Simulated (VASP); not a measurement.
Mo, 1 atom in the cell. It takes space group Fm-3m (No. 225, cubic). The conventional cell has a = 4.063 Å, b = 4.063 Å, c = 4.063 Å, α = 90.00°, β = 90.00°, γ = 90.00°. Within 3.8 Å of Mo (site symmetry m-3m) lie 12 Mo at 2.87 Å. 

- Program: VASP 6.6.1
- Task: single point
- Functional: PBE
- Potentials or basis: VASP PAW PBE potentials, release 64 (Mo_sv)
- Cutoff: 520 eV
- k mesh: 10 × 10 × 10
- Occupations: fermi-dirac, width 0.15 eV
- Spin: no spin polarisation
- Dipole correction: no
- Further INCAR settings: ALGO = Normal; EDIFF = 1e-06; NBANDS = 13

Potentials or basis: VASP PAW PBE potentials, release 64 (Mo_sv).

The run is started by

```bash
$ cat potpaw_PBE.64/Mo_sv/POTCAR > POTCAR
$ mpirun -np 1 vasp_std > vasp.out
```

Hardware: 1 thread of Intel Xeon 8259CL (shared host).

**Question.** How long does it take, and how much memory?

**Answer.** Run time: 10 s on 1 thread of Intel Xeon 8259CL, with other jobs on the host, peak memory 0.14 GiB. Counts: scf iterations 11, k points 47.
